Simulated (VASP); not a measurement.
# C in VASP: further runs, part 2 of 2

VASP 6.6.1.

## 3. Single point, PBE+D3(BJ)

The input, INCAR:

```
PREC = Accurate
ENCUT = 520
EDIFF = 1E-6
ISMEAR = 0
SIGMA = 0.1
LREAL = False
LASPH = True
NELM = 80
ALGO = Normal
ISIF = 2
LWAVE = False
LCHARG = False
LDIPOL = True
IDIPOL = 3
DIPOL = 0.5 0.5 0.349
GGA = PE
IVDW = 12
NBANDS = 16
```

The input, KPOINTS:

```
regular mesh
0
Gamma
  15 15 1
```

The input, POSCAR:

```
C
1.0
    2.4656524409      0.0000000000      0.0000000000
   -1.2328262205      2.1353176507      0.0000000000
    0.0000000000      0.0000000000     17.5000663885
C
4
Direct
    0.6666666667      0.3333333333      0.2571437784
    0.3333333333      0.6666666667      0.2571418816
    0.6666666667      0.3333333333      0.4417164036
    1.0000000000      0.0000000000      0.4417145068
```

Potentials or basis: VASP PAW PBE potentials, release 64 (C).

Command:

```bash
$ cat potpaw_PBE.64/C/POTCAR > POTCAR
$ mpirun -np 1 vasp_std > vasp.out
```

OUTCAR:

```text
PREC = Accurate
   ENCUT = 520
   EDIFF = 1E-6
   ISMEAR = 0
   LREAL = False
   LASPH = True
   NELM = 80
   ISIF = 2
   GGA = PE
   IVDW = 12
 IVDW          = 12

 ion  position               nearest neighbor table
   1  0.667  0.333  0.257-   2 1.42   2 1.42   2 1.42
   2  0.333  0.667  0.257-   1 1.42   1 1.42   1 1.42
   3  0.667  0.333  0.442-   4 1.42   4 1.42   4 1.42
   4  0.000  0.000  0.442-   3 1.42   3 1.42   3 1.42

  LATTYP: Found a hexagonal cell.
 ALAT       =     2.4656524409
 C/A-ratio  =     7.0975398228

  Lattice vectors:

 A1 = (   2.4656524409,   0.0000000000,   0.0000000000)
 A2 = (  -1.2328262205,   2.1353176507,   0.0000000000)
 A3 = (   0.0000000000,   0.0000000000,  17.5000663885)

Analysis of symmetry for initial positions (statically):
=====================================================================
 Subroutine PRICEL returns:
 Original cell was already a primitive cell.

 Routine SETGRP: Setting up the symmetry group for a
 hexagonal supercell.

 Subroutine GETGRP returns: Found 12 space group operations
 (whereof  6 operations were pure point group operations)
 out of a pool of 24 trial point group operations.

The static configuration has the point symmetry C_3v.
 The point group associated with its full space group is D_3d.

Analysis of symmetry for dynamics (positions and initial velocities):
=====================================================================
 Subroutine PRICEL returns:
 Original cell was already a primitive cell.

 Routine SETGRP: Setting up the symmetry group for a
 hexagonal supercell.

 Subroutine GETGRP returns: Found 12 space group operations
 (whereof  6 operations were pure point group operations)
 out of a pool of 24 trial point group operations.

The dynamic configuration has the point symmetry C_3v.
 The point group associated with its full space group is D_3d.

 Subroutine INISYM returns: Found 12 space group operations
 (whereof  6 operations are pure point group operations),
 and found     1 'primitive' translations

----------------------------------------------------------------------------------------

[... 129 lines left out ...]
  energy-cutoff  :      520.00
  volume of cell :       92.14
 maximum number of plane-waves:      2516
   NGX =  9   NGY =  9   NGZ = 65

 dipolmoment           0.000000      0.000000      0.000310 electrons x Angstroem

 number of electron      15.9999996 magnetization

 dipolmoment           0.000000      0.000000     -0.000259 electrons x Angstroem

 Free energy of the ion-electron system (eV)
  ---------------------------------------------------
  ext. energy  EPLUGINS =         0.00000000
  ---------------------------------------------------
  free energy    TOTEN  =       -36.85502465 eV

  energy without entropy =      -36.85402214  energy(sigma->0) =      -36.85452339

 E-fermi :  -0.8543     XC(G=0):  -4.4079

 val. band max:       -0.8564791408   @ k =   0.3333   0.3333   0.0000
 cond. band min:      -0.8520663576   @ k =   0.3333   0.3333   0.0000
 fundamental gap:      0.0044127832
 Fermi energy:        -0.8542727487

 k-point     1 :       0.0000    0.0000    0.0000
  band No.  band energies     occupation
      1     -20.4592      2.00000
      2     -20.2581      2.00000
      3      -9.0219      2.00000
      4      -7.8504      2.00000
      5      -3.8787      2.00000
      6      -3.8787      2.00000
[... 433 lines left out ...]
      3     -13.5364      2.00000
      4     -13.4905      2.00000
      5      -9.7115      2.00000
      6      -9.6399      2.00000
[... 8 lines left out ...]
     15      11.1301      0.00000
     16      11.2568      0.00000

 [... further k-points ...]

------------------------ aborting loop because EDIFF is reached ----------------------------------------

 vacuum level on the upper side and lower side of the slab       (xc-potential included)        -0.141        -0.135

 Edisp (eV)   -0.49213

 E8    (eV) :    -0.1478

  FORCE on cell =-STRESS in cart. coord.  units (eV):
  Direction    XX          YY          ZZ          XY          YZ          ZX
  --------------------------------------------------------------------------------------
  -------------------------------------------------------------------------------------
  Total       0.10215     0.10215     0.20412    -0.00000     0.00000     0.00000
  in kB       1.77626     1.77626     3.54945    -0.00000     0.00000     0.00000
  external pressure =        2.37 kB  Pullay stress =        0.00 kB

 VOLUME and BASIS-vectors are now :
 -----------------------------------------------------------------------------
  energy-cutoff  :      520.00
  volume of cell :       92.14
      direct lattice vectors                 reciprocal lattice vectors
     2.465652441  0.000000000  0.000000000     0.405572166  0.234157199  0.000000000
    -1.232826221  2.135317651  0.000000000     0.000000000  0.468314398  0.000000000
     0.000000000  0.000000000 17.500066388     0.000000000  0.000000000  0.057142640

 POSITION                                       TOTAL-FORCE (eV/Angst)
 -----------------------------------------------------------------------------------
      1.23283      0.71177      4.50003         0.000000     -0.000000     -0.021158
     -0.00000      1.42355      4.50000         0.000000     -0.000000     -0.049973
      1.23283      0.71177      7.73007        -0.000000      0.000000      0.021158
      0.00000      0.00000      7.73003        -0.000000      0.000000      0.049973
 -----------------------------------------------------------------------------------
    total drift:                               -0.000000     -0.000000     -0.059252

  FREE ENERGIE OF THE ION-ELECTRON SYSTEM (eV)
  ---------------------------------------------------
  free  energy   TOTEN  =       -37.3471535948 eV

  energy  without entropy=      -37.3461510792  energy(sigma->0) =      -37.34665234

 vacuum level on the upper side and lower side of the slab         3.373         3.381
```

Run time: 42 s. Hardware: 1 thread of Intel Xeon Platinum 8375C at 2.90GHz (Ice Lake), shared host; peak memory 0.21 GiB.

What came out:

```
Free energy                : -37.3472 eV
Largest force              : 0.050 eV/Å
Dispersion energy per atom : -0.123 eV
```

Forces on the atoms (eV/Å):
```
C    0.000  0.000 -0.021
C    0.000  0.000 -0.050
C    0.000  0.000  0.021
C    0.000  0.000  0.050
```

## 4. Single point, PBE+D3(BJ)

The input, INCAR:

```
SYSTEM = C
PREC     = Accurate       ! precision mode
ENCUT    = 520            ! plane-wave cutoff, eV
EDIFF    = 1E-6           ! SCF threshold, eV
ISMEAR   = 0              ! smearing method
SIGMA    = 0.1            ! smearing width, eV
LREAL    = .False.        ! projectors in reciprocal space
LASPH    = .True.         ! aspherical terms in the spheres
NELM     = 60             ! most SCF steps
ALGO     = Normal         ! electronic algorithm
ISIF     = 2              ! what is computed and relaxed
LWAVE    = .False.        ! write WAVECAR
LCHARG   = .False.        ! write CHGCAR
LDIPOL   = .True.       
IDIPOL   = 3            
DIPOL    = 0.5 0.5 0.369
GGA      = PE             ! functional
IVDW     = 12             ! dispersion correction
NBANDS   = 16             ! bands
```

The input, KPOINTS:

```
Automatic mesh
0
Gamma
  15 15 1
  0 0 0
```

POSCAR, as its differences from that of step 3:

```diff
@@ -10,3 +10,3 @@
     0.3333333333      0.6666666667      0.2571418816
-    0.6666666667      0.3333333333      0.4417164036
-    1.0000000000      0.0000000000      0.4417145068
+    0.6666666667      0.3333333333      0.4805733991
+    1.0000000000      0.0000000000      0.4805715023
```

Potentials or basis: VASP PAW PBE potentials, release 64 (C).

Command:

```bash
$ cat potpaw_PBE.64/C/POTCAR > POTCAR
$ mpirun -np 1 vasp_std > vasp.out
```

OUTCAR:

```text
SYSTEM = C
   PREC = Accurate
   ENCUT = 520
   EDIFF = 1E-6
   ISMEAR = 0
   LREAL = .False.
   LASPH = .True.
   NELM = 60
   ISIF = 2
   GGA = PE
   IVDW = 12
 IVDW          = 12

 ion  position               nearest neighbor table
   1  0.667  0.333  0.257-   2 1.42   2 1.42   2 1.42
   2  0.333  0.667  0.257-   1 1.42   1 1.42   1 1.42
   3  0.667  0.333  0.481-   4 1.42   4 1.42   4 1.42
   4  0.000  0.000  0.481-   3 1.42   3 1.42   3 1.42

  LATTYP: Found a hexagonal cell.
 ALAT       =     2.4656524409
 C/A-ratio  =     7.0975398228

  Lattice vectors:

 A1 = (   2.4656524409,   0.0000000000,   0.0000000000)
 A2 = (  -1.2328262205,   2.1353176507,   0.0000000000)
 A3 = (   0.0000000000,   0.0000000000,  17.5000663885)

Analysis of symmetry for initial positions (statically):
=====================================================================
 Subroutine PRICEL returns:
 Original cell was already a primitive cell.

 Routine SETGRP: Setting up the symmetry group for a
 hexagonal supercell.

 Subroutine GETGRP returns: Found 12 space group operations
 (whereof  6 operations were pure point group operations)
[... 184 lines left out ...]
      2     -20.3176      2.00000
      3      -8.6410      2.00000
      4      -8.2230      2.00000
      5      -3.8603      2.00000
      6      -3.8603      2.00000
[... 433 lines left out ...]
      3     -13.5037      2.00000
      4     -13.4938      2.00000
      5      -9.6662      2.00000
      6      -9.6534      2.00000
[... 8 lines left out ...]
     15      10.9914      0.00000
     16      11.1421      0.00000

 [... further k-points ...]

------------------------ aborting loop because EDIFF is reached ----------------------------------------

 vacuum level on the upper side and lower side of the slab       (xc-potential included)        -0.181        -0.171

 Edisp (eV)   -0.43300

 E8    (eV) :    -0.1280

  FORCE on cell =-STRESS in cart. coord.  units (eV):
  Direction    XX          YY          ZZ          XY          YZ          ZX
  --------------------------------------------------------------------------------------
  -------------------------------------------------------------------------------------
  Total       0.15490     0.15490    -0.24639    -0.00000     0.00000     0.00000
  in kB       2.69360     2.69360    -4.28454    -0.00000     0.00000     0.00000
  external pressure =        0.37 kB  Pullay stress =        0.00 kB

 VOLUME and BASIS-vectors are now :
 -----------------------------------------------------------------------------
  energy-cutoff  :      520.00
  volume of cell :       92.14
      direct lattice vectors                 reciprocal lattice vectors
     2.465652441  0.000000000  0.000000000     0.405572166  0.234157199  0.000000000
    -1.232826221  2.135317651  0.000000000     0.000000000  0.468314398  0.000000000
     0.000000000  0.000000000 17.500066388     0.000000000  0.000000000  0.057142640

 POSITION                                       TOTAL-FORCE (eV/Angst)
 -----------------------------------------------------------------------------------
      1.23283      0.71177      4.50003        -0.000000      0.000000      0.031020
     -0.00000      1.42355      4.50000        -0.000000      0.000000      0.025372
      1.23283      0.71177      8.41007         0.000000     -0.000000     -0.031020
      0.00000      0.00000      8.41003         0.000000     -0.000000     -0.025372
 -----------------------------------------------------------------------------------
    total drift:                               -0.000000     -0.000000     -0.059215

  FREE ENERGIE OF THE ION-ELECTRON SYSTEM (eV)
  ---------------------------------------------------
  free  energy   TOTEN  =       -37.3315136023 eV

  energy  without entropy=      -37.3303027310  energy(sigma->0) =      -37.33090817

 vacuum level on the upper side and lower side of the slab         3.303         3.311
```

It took 41 s on 1 thread of Intel Xeon Platinum 8375C at 2.90GHz (Ice Lake), shared host; peak memory 0.21 GiB.

Results:

| Property | Result |
| --- | --- |
| Free energy | -37.3315 eV |
| Largest force | 0.031 eV/Å |
| Dispersion energy per atom | -0.108 eV |

Forces on the atoms (eV/Å):
```
C    0.000  0.000  0.031
C    0.000  0.000  0.025
C    0.000  0.000 -0.031
C    0.000  0.000 -0.025
```

Levels at points of the mesh, in eV from the Fermi level:
| k point | band 4 | band 5 | band 6 | band 7 | band 8 | band 9 | band 10 | band 11 | band 12 | band 13 |
| --- | --- | --- | --- | --- | --- | --- | --- | --- | --- | --- |
| (0.00, 0.00, 0.00) | -7.41 | -3.04 | -3.04 | -3.04 | -3.04 | 3.27 | 3.81 | 4.61 | 5.95 | 6.69 |

## 5. Single point, PBE+D3(BJ)

The input, INCAR:

```
SYSTEM = C
ALGO = Normal
DIPOL = 0.5 0.5 0.342
EDIFF = 1E-6
ENCUT = 520
GGA = PE
IDIPOL = 3
ISIF = 2
ISMEAR = 0
IVDW = 12
LASPH = .True.
LCHARG = .True.
LDIPOL = .True.
LELF = .True.
LREAL = .False.
LVACPOTAV = .True.
LVHAR = .True.
LWAVE = .False.
NBANDS = 16
NELM = 80
PREC = Accurate
SIGMA = 0.1
```

The input, KPOINTS:

```
k-points
0
Gamma
  15 15 1
  0 0 0
```

POSCAR, as its differences from that of step 4:

```diff
@@ -10,3 +10,3 @@
     0.3333333333      0.6666666667      0.2571418816
-    0.6666666667      0.3333333333      0.4805733991
-    1.0000000000      0.0000000000      0.4805715023
+    0.6666666667      0.3333333333      0.4274307435
+    1.0000000000      0.0000000000      0.4274288467
```

Command:

```bash
$ cat potpaw_PBE.64/C/POTCAR > POTCAR
$ mpirun -np 1 vasp_std > vasp.out
```

Run time: 43 s. Hardware: 1 thread of Intel Xeon Platinum 8375C at 2.90GHz (Ice Lake), shared host; peak memory 0.21 GiB.

The run converged. Its results:

| Item | Value |
| --- | --- |
| Free energy | -37.3052 eV |
| Largest force | 0.178 eV/Å |
| Dispersion energy per atom | -0.130 eV |

Forces in eV/Å, atoms in the order of the input:
```
C    0.000  0.000 -0.118
C    0.000  0.000 -0.178
C    0.000  0.000  0.118
C    0.000  0.000  0.178
```

Levels at points of the mesh, in eV from the Fermi level:
| k point | band 4 | band 5 | band 6 | band 7 | band 8 | band 9 | band 10 | band 11 | band 12 | band 13 |
| --- | --- | --- | --- | --- | --- | --- | --- | --- | --- | --- |
| (0.00, 0.00, 0.00) | -6.70 | -3.01 | -3.01 | -2.98 | -2.98 | 3.56 | 3.97 | 4.89 | 6.52 | 7.31 |

## 6. Single point, PBE+D3(BJ)

The input, INCAR:

```
PREC = Accurate ; ENCUT = 520
EDIFF = 1E-7 ; ISMEAR = 0
SIGMA = 0.1 ; LREAL = False
LASPH = True ; NELM = 80
ALGO = Normal ; ISIF = 2
LWAVE = False ; LCHARG = False
LDIPOL = True ; IDIPOL = 3
DIPOL = 0.5 0.5 0.357 ; GGA = PE
IVDW = 12 ; NBANDS = 16
```

The input, KPOINTS:

```
Automatic mesh
0
Gamma
  15 15 1
```

POSCAR, as its differences from that of step 5:

```diff
@@ -10,3 +10,3 @@
     0.3333333333      0.6666666667      0.2571418816
-    0.6666666667      0.3333333333      0.4274307435
-    1.0000000000      0.0000000000      0.4274288467
+    0.6666666667      0.3333333333      0.4577163429
+    1.0000000000      0.0000000000      0.4577144461
```

Potentials or basis: VASP PAW PBE potentials, release 64 (C).

Command:

```bash
$ cat potpaw_PBE.64/C/POTCAR > POTCAR
$ mpirun -np 1 vasp_std > vasp.out
```

It took 42 s on 1 thread of Intel Xeon Platinum 8375C at 2.90GHz (Ice Lake), shared host; peak memory 0.2 GiB.

It converged, with:

```
Free energy                : -37.3507 eV
Largest force              : 0.021 eV/Å
Dispersion energy per atom : -0.116 eV
```

Forces on the atoms (eV/Å):
```
C    0.000  0.000  0.021
C    0.000  0.000  0.007
C    0.000  0.000 -0.021
C    0.000  0.000 -0.007
```

Levels at points of the mesh, in eV from the Fermi level:
```
           k point  band 4  band 5  band 6  band 7  band 8  band 9  band 10  band 11  band 12  band 13
(0.00, 0.00, 0.00)   -7.22   -3.04   -3.04   -3.03   -3.03    3.37     3.85     4.75     6.46     6.57
```

## 7. Single point, PBE+D3(BJ)

The input, INCAR:

```
SYSTEM = C
PREC = Accurate ; ENCUT = 520
EDIFF = 1E-6 ; ISMEAR = 0
SIGMA = 0.1 ; LREAL = .FALSE.
LASPH = .TRUE. ; NELM = 100
ALGO = Normal ; ISIF = 2
LWAVE = .FALSE. ; LCHARG = .TRUE.
LDIPOL = .TRUE. ; IDIPOL = 3
DIPOL = 0.5 0.5 0.386 ; GGA = PE
IVDW = 12 ; LELF = .TRUE.
LVHAR = .TRUE. ; LVACPOTAV = .TRUE.
NBANDS = 16
```

The input, KPOINTS:

```
regular mesh
0
G
  15 15 1
  0 0 0
```

POSCAR, as its differences from that of step 6:

```diff
@@ -10,3 +10,3 @@
     0.3333333333      0.6666666667      0.2571418816
-    0.6666666667      0.3333333333      0.4577163429
-    1.0000000000      0.0000000000      0.4577144461
+    0.6666666667      0.3333333333      0.5148589833
+    1.0000000000      0.0000000000      0.5148570865
```

Command:

```bash
$ cat potpaw_PBE.64/C/POTCAR > POTCAR
$ mpirun -np 1 vasp_std > vasp.out
```

Run time: 40 s. Hardware: 1 thread of Intel Xeon Platinum 8375C at 2.90GHz (Ice Lake), shared host; peak memory 0.2 GiB.

The run converged. Its results:

| Property | Result |
| --- | --- |
| Free energy | -37.3015 eV |
| Largest force | 0.021 eV/Å |
| Dispersion energy per atom | -0.100 eV |

Forces in eV/Å, atoms in the order of the input:
```
C    0.000  0.000  0.021
C    0.000  0.000  0.020
C    0.000  0.000 -0.021
C    0.000  0.000 -0.020
```

Levels at points of the mesh, in eV from the Fermi level:
| k point | band 5 | band 6 | band 7 | band 8 | band 9 | band 10 | band 11 | band 12 |
| --- | --- | --- | --- | --- | --- | --- | --- | --- |
| (0.00, 0.00, 0.00) | -3.05 | -3.05 | -3.04 | -3.04 | 3.13 | 3.77 | 4.35 | 5.69 |
